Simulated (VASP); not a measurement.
LuCd, 2 atoms in the cell. It takes space group Pm-3m (No. 221, cubic). Conventional cell: a = 3.556 Å, b = 3.556 Å, c = 3.556 Å, α = 90.00°, β = 90.00°, γ = 90.00°. Within 4.1 Å of Lu (site symmetry m-3m) lie 8 Cd at 3.08 Å and 6 Lu at 3.56 Å. Cd (site symmetry m-3m) has 8 Lu at 3.08 Å and 6 Cd at 3.56 Å within 4.1 Å. 

* Program: VASP 6.6.1
* Task: single point
* Functional: LDA
* Potentials or basis: VASP PAW PBE potentials, release 64 (Lu, Cd)
* Cutoff: 520 eV
* k mesh: 10 × 10 × 10
* Occupations: fermi-dirac, width 0.1 eV
* Spin: no spin polarisation
* Dipole correction: no
* Further INCAR settings: ALGO = Normal; EDIFF = 1e-07; NBANDS = 26

Potentials or basis: VASP PAW PBE potentials, release 64 (Lu, Cd).

The run is started by

```console
$ cat potpaw_PBE.64/Lu/POTCAR potpaw_PBE.64/Cd/POTCAR > POTCAR
$ mpirun -np 1 vasp_std > vasp.out
```

Hardware: 1 thread of Intel Xeon 6975P-C, with other jobs on the host.

Task: How long does it take, and how much memory?

Result: It took 40 s on 1 thread of Intel Xeon 6975P-C (shared host), peak memory 0.2 GiB. Counts: scf iterations 13, k points 56.
